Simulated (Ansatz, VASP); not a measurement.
**One calculation of F, two programs**

```xyz
4
Lattice="2.5392 -1.4506 -0.1617 2.5392 1.4506 -0.1617 -1.8231 0.0000 6.4529" Properties=species:S:1:pos:R:3 pbc="T T T"
F     0.3111    0.0000    0.6273
F     2.9440    0.0000    5.5022
F     1.4075    0.0000    3.7263
F     1.8477    0.0000    2.4032
```

Alike in both runs: functional LDA; k mesh 8 × 8 × 4; occupations gaussian, width 0.02 eV; no spin polarisation.

Ansatz relaxed the structure, and its values are those at the end. VASP's run is a single point on that final structure, the one shown.

```csv
,VASP,Ansatz
version,VASP 6.6.1,Ansatz 0.2.0
potentials or method,"VASP PAW LDA potentials, release 64 (F), cutoff 520 eV","scalar-relativistic, plane waves, PAW"
valence electrons in the cell,28,28
```

|  | VASP | Ansatz | Ansatz less VASP |
| --- | --- | --- | --- |
| gap on the k mesh at the Fermi level (eV) | 2.23 | 2.31 | +0.084 |
| least direct gap on the mesh (eV) | 2.40 | 2.48 | +0.085 |
| pressure (GPa) | 1.1 | 0.0 | -1.08 |
| rms of the force components (eV/Å) | 0.337 | 0.000 | -0.3367 |

LDA's correlation is that of Perdew and Zunger in VASP and of Perdew and Wang (1992) in Ansatz.
